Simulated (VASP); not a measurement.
# BaTiO3 (R3m) in VASP: further runs

Runs on BaTiO3. Level: PBE. Tasks: electric field gradients.

All numbers are computed with VASP 6.6.1; they aren't measurements. Logs are shortened: lines on timing, memory, paths and dates and some standing lists are left out, and cuts for length are marked.

### Step 1. The cell of the first run

Symmetry: R3m, No. 160, trigonal system. The conventional cell has a = 5.540 Å, b = 5.540 Å, c = 6.811 Å, α = 90.00°, β = 90.00°, γ = 120.00°. Within 3.6 Å of Ba (site symmetry 3m) lie 12 O at 2.73 to 2.82 Å and 8 Ti at 3.31 to 3.50 Å. Ti (site symmetry 3m) has 6 O at 1.84 to 2.09 Å within 2.4 Å. Within 2.4 Å of O (site symmetry m) lie 2 Ti at 1.84 to 2.09 Å.

### Step 2. Electric field gradients, PBE (12.07 Å³/atom)

The input, INCAR:

```
  PREC = Accurate
  ENCUT = 520
  EDIFF = 1E-8
  ISMEAR = -1
  SIGMA = 0.05
  LREAL = F
  LASPH = T
  NELM = 80
  ALGO = Normal
  ISIF = 2
  LWAVE = F
  LCHARG = F
  GGA = PE
  LEFG = T
  NBANDS = 28
```

The input, KPOINTS:

```
regular mesh
0
Gamma
  9 9 9
```

The input, POSCAR:

```
BaTiO3
1.0
    2.7699444471      1.5992281722      2.2704176869
   -2.7699444471      1.5992281722      2.2704176869
    0.0000000000     -3.1984563444      2.2704176869
Ba Ti O
1 1 3
Direct
    0.0000000000      0.0000000000      0.0000000000
    0.5140000000      0.5140000000      0.5140000000
    0.4916000000      0.4916000000      0.9815000000
    0.4916000000      0.9815000000      0.4916000000
    0.9815000000      0.4916000000      0.4916000000
```

Potentials or basis: VASP PAW PBE potentials, release 64 (Ba_sv, Ti_sv, O).

On the command line:

```console
$ cat potpaw_PBE.64/Ba_sv/POTCAR potpaw_PBE.64/Ti_sv/POTCAR potpaw_PBE.64/O/POTCAR > POTCAR
$ mpirun -np 1 vasp_std > vasp.out
```

OUTCAR:

```text
PREC = Accurate
   ENCUT = 520
   EDIFF = 1E-8
   ISMEAR = -1
   LREAL = F
   LASPH = T
   NELM = 80
   ISIF = 2
   GGA = PE

 ion  position               nearest neighbor table
   1  0.000  0.000  0.000-   4 2.73   5 2.73   3 2.73   3 2.77   3 2.77   4 2.77   5 2.77   5 2.77
                             4 2.77   5 2.82   4 2.82   3 2.82   2 3.31   2 3.36   2 3.36   2 3.36
   2  0.514  0.514  0.514-   4 1.84   5 1.84   3 1.84   4 2.09   5 2.09   3 2.09   1 3.31   1 3.36
                             1 3.36   1 3.36   1 3.43   1 3.43   1 3.43   1 3.50
   3  0.492  0.492  0.981-   2 1.84   2 2.09   1 2.73   1 2.77   1 2.77   1 2.82
   4  0.492  0.981  0.492-   2 1.84   2 2.09   1 2.73   1 2.77   1 2.77   1 2.82
   5  0.981  0.492  0.492-   2 1.84   2 2.09   1 2.73   1 2.77   1 2.77   1 2.82

  LATTYP: Found a trigonal (rhomboedric) cell.
 ALAT       =     3.9223614647
 COS(alpha) =     0.0025827226

  Lattice vectors:

 A1 = (   2.7699444471,   1.5992281722,   2.2704176869)
 A2 = (  -2.7699444471,   1.5992281722,   2.2704176869)
 A3 = (   0.0000000000,  -3.1984563444,   2.2704176869)

Analysis of symmetry for initial positions (statically):
=====================================================================
 Subroutine PRICEL returns:
 Original cell was already a primitive cell.

 Routine SETGRP: Setting up the symmetry group for a
 trigonal (rhombohedral) supercell.

 Subroutine GETGRP returns: Found  6 space group operations
 (whereof  6 operations were pure point group operations)
 out of a pool of 12 trial point group operations.

The static configuration has the point symmetry C_3v.

Analysis of symmetry for dynamics (positions and initial velocities):
=====================================================================
 Subroutine PRICEL returns:
 Original cell was already a primitive cell.

 Routine SETGRP: Setting up the symmetry group for a
 trigonal (rhombohedral) supercell.

 Subroutine GETGRP returns: Found  6 space group operations
 (whereof  6 operations were pure point group operations)
 out of a pool of 12 trial point group operations.

The dynamic configuration has the point symmetry C_3v.

 Subroutine INISYM returns: Found  6 space group operations
 (whereof  6 operations are pure point group operations),
 and found     1 'primitive' translations

----------------------------------------------------------------------------------------

                                     Primitive cell

  volume of cell :      60.3446

  direct lattice vectors                    reciprocal lattice vectors
     2.769944447  1.599228172  2.270417687     0.180509035  0.104216940  0.146815864
    -2.769944447  1.599228172  2.270417687    -0.180509035  0.104216940  0.146815864
     0.000000000 -3.198456344  2.270417687     0.000000000 -0.208433880  0.146815864

  length of vectors
     3.922361465  3.922361465  3.922361465     0.254950152  0.254950152  0.254950152

  position of ions in fractional coordinates (direct lattice)
     0.000000000  0.000000000  0.000000000
     0.514000000  0.514000000  0.514000000
     0.491600000  0.491600000  0.981500000
     0.491600000  0.981500000  0.491600000
     0.981500000  0.491600000  0.491600000

  ion indices of the primitive-cell ions
   primitive index   ion index
                 1           1
                 2           2
                 3           3
                 4           4
                 5           5

----------------------------------------------------------------------------------------

 KPOINTS: regular mesh

Automatic generation of k-mesh.
 Grid dimensions read from file:
 generate k-points for:    9    9    9

 Generating k-lattice:

  Cartesian coordinates                     Fractional coordinates (reciprocal lattice)
     0.020056559  0.011579660  0.016312874     0.111111111  0.000000000 -0.000000000
    -0.020056559  0.011579660  0.016312874     0.000000000  0.111111111 -0.000000000
     0.000000000 -0.023159320  0.016312874    -0.000000000 -0.000000000  0.111111111

  Length of vectors
     0.028327795  0.028327795  0.028327795

  Shift w.r.t. Gamma in fractional coordinates (k-lattice)
     0.000000000  0.000000000  0.000000000

 Subroutine IBZKPT returns following result:
 ===========================================

 Found     85 irreducible k-points:

 Following reciprocal coordinates:
            Coordinates               Weight
  0.000000  0.000000  0.000000      1.000000
  0.111111  0.000000  0.000000      6.000000
  0.222222 -0.000000 -0.000000      6.000000
  0.333333 -0.000000 -0.000000      6.000000
  0.444444 -0.000000 -0.000000      6.000000
  0.111111  0.111111  0.000000      6.000000
[... 16 lines left out ...]
 -0.333333  0.333333  0.000000      6.000000
  0.444444  0.444444 -0.000000      6.000000
 [... further k-points ...]
   k-points           NKPTS =     85   k-points in BZ     NKDIM =     85   number of bands    NBANDS=     28
   number of dos      NEDOS =    301   number of ions     NIONS =      5
   total plane-waves  NPLWV =  27000
   dimension x,y,z NGX =    30 NGY =   30 NGZ =   30
   dimension x,y,z NGXF=    60 NGYF=   60 NGZF=   60
   ions per type =               1   1   3
   NGX,Y,Z   is equivalent  to a cutoff of  12.72, 12.72, 12.72 a.u.
   NGXF,Y,Z  is equivalent  to a cutoff of  25.43, 25.43, 25.43 a.u.
 SYSTEM =  unknown system
   PREC   = accura    normal or accurate (medium, high low for compatibility)
   ISTART =      0    job   : 0-new  1-cont  2-samecut
   ICHARG =      2    charge: 1-file 2-atom 10-const
   ISPIN  =      1    spin polarized calculation?
   LNONCOLLINEAR =      F non collinear calculations
   LSORBIT =      F    spin-orbit coupling
   LASPH  =      T    aspherical Exc in radial PAW
   ENCUT  =  520.0 eV  38.22 Ry    6.18 a.u.   7.29  7.29  7.29*2*pi/ulx,y,z
   NELM   =     80;   NELMIN=  2; NELMDL= -5     # of ELM steps
   EDIFF  = 0.1E-07   stopping-criterion for ELM
   LREAL  =      F    real-space projection
   EDIFFG = 0.1E-06   stopping-criterion for IOM
   NSW    =      0    number of steps for IOM
   IBRION =     -1    ionic relax: 0-MD 1-quasi-New 2-CG
   NFREE  =      0    steps in history (QN), initial steepest desc. (CG)
   ISIF   =      2    stress and relaxation
   ISYM   =      2    0-nonsym 1-usesym 2-fastsym
   POTIM  = 0.5000    time-step for ionic-motion
   TEBEG  =    0.0;   TEEND  =   0.0 temperature during run
   PSTRESS=    0.0 pullay stress
   NELECT =      40.0000    total number of electrons
   NUPDOWN=      -1.0000    fix difference up-down
   EMIN   =  10.00;   EMAX   =-10.00  energy-range for DOS
   EFERMI =   0.00;   METHOD = LEGACY
   ISMEAR =    -1;   SIGMA  =   0.05  broadening in eV -4-tet -1-fermi 0-gaus
   EFERMI_NEDOS =   21; number of points for ismear=-14 and -15
   IALGO  =     38    algorithm
   IMIX   =      4    mixing-type and parameters
     AMIX     =   0.40;   BMIX     =  1.00
     AMIX_MAG =   1.60;   BMIX_MAG =  1.00
  volume/ion in A,a.u.               =      12.07        81.45
  Fermi-wavevector in a.u.,A,eV,Ry     =   1.427410  2.697413 27.721852  2.037499
  Thomas-Fermi vector in A             =   2.547582
   LORBIT       =      0    0 simple, 1 ext, 2 COOP (PROOUT), +10 PAW based schemes
   GGA     = PE    functional components
   LHFCALC =     F    Hartree Fock is set to
   AEXX    =    0.0000 exact exchange contribution
   IVDW    =     0    specifies the selected vdW correction
   LEPSILON=     F    determine dielectric tensor
   LRPA    =     F    only Hartree local field effects (RPA)
 non-spin polarized calculation
  energy-cutoff  :      520.00
  volume of cell :       60.34
 maximum number of plane-waves:      1647
 NGX is ok and might be reduce to    30
   NGX = 15   NGY = 15   NGZ = 15

 number of electron      39.9999999 magnetization

 Free energy of the ion-electron system (eV)
  ---------------------------------------------------
  ext. energy  EPLUGINS =         0.00000000
  ---------------------------------------------------
  free energy    TOTEN  =       -39.67183799 eV

  energy without entropy =      -39.67183799  energy(sigma->0) =      -39.67183799

 E-fermi :   5.4277     XC(G=0): -11.5651

 val. band max:        4.2189134326   @ k =   0.4444   0.4444   0.4444
 cond. band min:       6.7641146333   @ k =   0.0000   0.0000   0.0000
 fundamental gap:      2.5452012007
 Fermi energy:         5.4277490242

 k-point     1 :       0.0000    0.0000    0.0000
  band No.  band energies     occupation
      1     -51.7701      2.00000
      2     -28.0734      2.00000
      3     -28.0734      2.00000
      4     -28.0601      2.00000
      5     -20.4213      2.00000
      6     -12.6955      2.00000
[... 20 lines left out ...]
     27       9.4032      0.00000
     28      12.3319      0.00000

 k-point     2 :       0.1111    0.0000    0.0000
  band No.  band energies     occupation
      1     -51.7699      2.00000
      2     -28.0801      2.00000
      3     -28.0730      2.00000
      4     -28.0617      2.00000
      5     -20.4025      2.00000
      6     -12.7104      2.00000
[... 20 lines left out ...]
     27       9.6741      0.00000
     28      12.6384      0.00000

 k-point     3 :       0.2222   -0.0000   -0.0000
  band No.  band energies     occupation
      1     -51.7695      2.00000
      2     -28.1005      2.00000
      3     -28.0722      2.00000
      4     -28.0622      2.00000
      5     -20.3542      2.00000
      6     -12.7943      2.00000
[... 616 lines left out ...]
      3     -28.1159      2.00000
      4     -28.0638      2.00000
      5     -20.2110      2.00000
      6     -12.6394      2.00000
[... 20 lines left out ...]
     27      13.1040      0.00000
     28      13.3649      0.00000

 k-point    24 :       0.4444    0.4444   -0.0000
  band No.  band energies     occupation
      1     -51.7672      2.00000
      2     -28.1392      2.00000
      3     -28.1309      2.00000
      4     -28.0627      2.00000
      5     -20.1627      2.00000
      6     -12.4409      2.00000
[... 20 lines left out ...]
     27      12.7685      0.00000
     28      14.5034      0.00000

 [... further k-points ...]

------------------------ aborting loop because EDIFF is reached ----------------------------------------

  FORCE on cell =-STRESS in cart. coord.  units (eV):
  Direction    XX          YY          ZZ          XY          YZ          ZX
  --------------------------------------------------------------------------------------
  -------------------------------------------------------------------------------------
  Total        7.6483938      7.6483938      7.2387332      0.0000000      0.0000000     -0.0000000
  in kB      203.0683888    203.0683888    192.1917107      0.0000000      0.0000000     -0.0000000
  external PRESSURE =     199.4428294 kB  Pullay stress =       0.0000000 kB

 VOLUME and BASIS-vectors are now :
 -----------------------------------------------------------------------------
  energy-cutoff  :      520.00
  volume of cell :       60.34
      direct lattice vectors                 reciprocal lattice vectors
     2.769944447  1.599228172  2.270417687     0.180509035  0.104216940  0.146815864
    -2.769944447  1.599228172  2.270417687    -0.180509035  0.104216940  0.146815864
     0.000000000 -3.198456344  2.270417687     0.000000000 -0.208433880  0.146815864

 POSITION                                       TOTAL-FORCE (eV/Angst)
 -----------------------------------------------------------------------------------
      0.00000      0.00000      0.00000        -0.000000     -0.000000      0.051654
      0.00000      0.00000      3.50098        -0.000000     -0.000000     -0.828211
      0.00000     -1.56692      4.46069        -0.000000     -0.654653      0.258852
     -1.35700      0.78346      4.46069        -0.566946      0.327327      0.258852
      1.35700      0.78346      4.46069         0.566946      0.327327      0.258852
 -----------------------------------------------------------------------------------
    total drift:                               -0.000000      0.000003      0.000017

  FREE ENERGIE OF THE ION-ELECTRON SYSTEM (eV)
  ---------------------------------------------------
  free  energy   TOTEN  =       -39.6718379933 eV

  energy  without entropy=      -39.6718379933  energy(sigma->0) =      -39.67183799

 Electric field gradients (V/A^2)
---------------------------------------------------------------------
 ion       V_xx      V_yy      V_zz      V_xy      V_xz      V_yz
---------------------------------------------------------------------
   1      -1.902    -1.902     3.804     0.000    -0.000    -0.000
   2      -5.347    -5.347    10.694     0.000    -0.000     0.000
   3      -8.017     6.051     1.966    -0.000     0.000   -11.246
   4       2.534    -4.500     1.966    -6.092    -9.739     5.623
   5       2.534    -4.500     1.966     6.092     9.739     5.623
---------------------------------------------------------------------

 Electric field gradients after diagonalization (V/A^2)
 (convention: |V_zz| > |V_xx| > |V_yy|)
----------------------------------------------------------------------
 ion       V_xx      V_yy      V_zz     asymmetry (V_yy - V_xx)/ V_zz
----------------------------------------------------------------------
   1      -1.902    -1.902     3.804       0.000
   2      -5.347    -5.347    10.694       0.000
   3      -8.017    -7.422    15.439       0.039
   4      -8.017    -7.422    15.439       0.039
   5      -8.017    -7.422    15.439       0.039
----------------------------------------------------------------------

           NMR quadrupolar parameters

 Cq : quadrupolar parameter    Cq=e*Q*V_zz/h
 eta: asymmetry parameters     (V_yy - V_xx)/ V_zz
 Q  : nuclear electric quadrupole moment in mb (millibarn)
----------------------------------------------------------------------
 ion       Cq(MHz)       eta       Q (mb)
----------------------------------------------------------------------
   1       0.009       0.000       1.000
   2       0.026       0.000       1.000
   3       0.037       0.039       1.000
   4       0.037       0.039       1.000
   5       0.037       0.039       1.000
----------------------------------------------------------------------
```

Wall time 4.7 min (1 thread of Intel Xeon 8259CL, shared host); peak memory 0.27 GiB.

What came out:

- Free energy: -39.6718 eV
- Pressure: 19.9 GPa
- Largest force: 0.828 eV/Å
- Band gap on the k mesh: 2.55 eV (least direct gap 2.84 eV)
- Largest electric field gradient by atom: Ba +3.8; Ti +10.7; O +15.4 V/Å²

Forces in eV/Å, atoms in the order of the input:
```
Ba   0.000  0.000  0.052
Ti   0.000  0.000 -0.828
O    0.000 -0.655  0.259
O   -0.567  0.327  0.259
O    0.567  0.327  0.259
```

Levels at points of the mesh, in eV from the valence-band top:
```
           k point  band 17  band 18  band 19  band 20  band 21  band 22  band 23  band 24
(0.00, 0.00, 0.00)    -1.13    -0.45    -0.30    -0.30     2.55     2.55     2.69     4.95
```

Electric field gradients, principal values (V/Å²):
```csv
atom,least,middle,greatest (by size)
1 Ba,-1.902,-1.902,3.804
2 Ti,-5.347,-5.347,10.694
3 O,-7.422,-8.017,15.439
4 O,-7.422,-8.017,15.439
5 O,-7.422,-8.017,15.439
```

Caveat: the cell stands under pressure; without QUAD_EFG the Cq values of the log hold for a quadrupole moment of 1 mb, not for the nuclei; spin-orbit coupling is left out, which moves the levels of the heavy elements. A k mesh can miss the band edges.

[end of part 1 of 2]
